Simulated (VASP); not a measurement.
Set up this calculation in VASP 6.6.1, as the native input.

```yaml
Task: single point
Functional: PBEsol
Potentials_or_basis: VASP PAW PBE potentials, release 64 (Ti_sv)
Cutoff: 520 eV
k_mesh: 11 × 11 × 6
Occupations: fermi-dirac, width 0.15 eV
Spin: no spin polarisation
Dipole_correction: no
Further_INCAR_settings: ALGO = Normal; EDIFF = 1e-06; NBANDS = 19
```

The structure of Ti lies in POSCAR:

```
Ti
1.0
    2.9302007457      0.0000000000      0.0000000000
   -1.4651003729      2.5376283424      0.0000000000
    0.0000000000      0.0000000000      4.6485896576
Ti
2
Direct
    0.3333333333      0.6666666667      0.2500000000
    0.6666666667      0.3333333333      0.7500000000
```

One way to write it, as run:

INCAR

```
SYSTEM = Ti
PREC = Accurate
ENCUT = 520
EDIFF = 1E-6
ISMEAR = -1
SIGMA = 0.15
LREAL = .FALSE.
LASPH = .TRUE.
NELM = 60
ALGO = Normal
ISIF = 2
LWAVE = .FALSE.
LCHARG = .TRUE.
GGA = PS
LELF = .TRUE.
LVHAR = .TRUE.
NBANDS = 19
```

KPOINTS

```
Automatic mesh
0
G
  11 11 6
  0 0 0
```

Potentials or basis: VASP PAW PBE potentials, release 64 (Ti_sv).

Launch:

```bash
$ cat potpaw_PBE.64/Ti_sv/POTCAR > POTCAR
$ mpirun -np 1 vasp_std > vasp.out
```

Results of the run:

```json
{
  "Pressure": "-3.5 GPa",
  "Band gap on the k mesh": "zero (band 12 reaches 9.04 eV, above the bottom of band 13 at 8.04 eV)"
}
```

Caveat: the PAW data sets were made with another functional, which shifts forces and pressure a little.

Wall time 30 s on 1 thread of Intel(R) Xeon(R) Platinum 8259CL CPU @ 2.50GHz (Skylake/Cascade Lake), with other jobs on the host, peak memory 0.17 GiB.
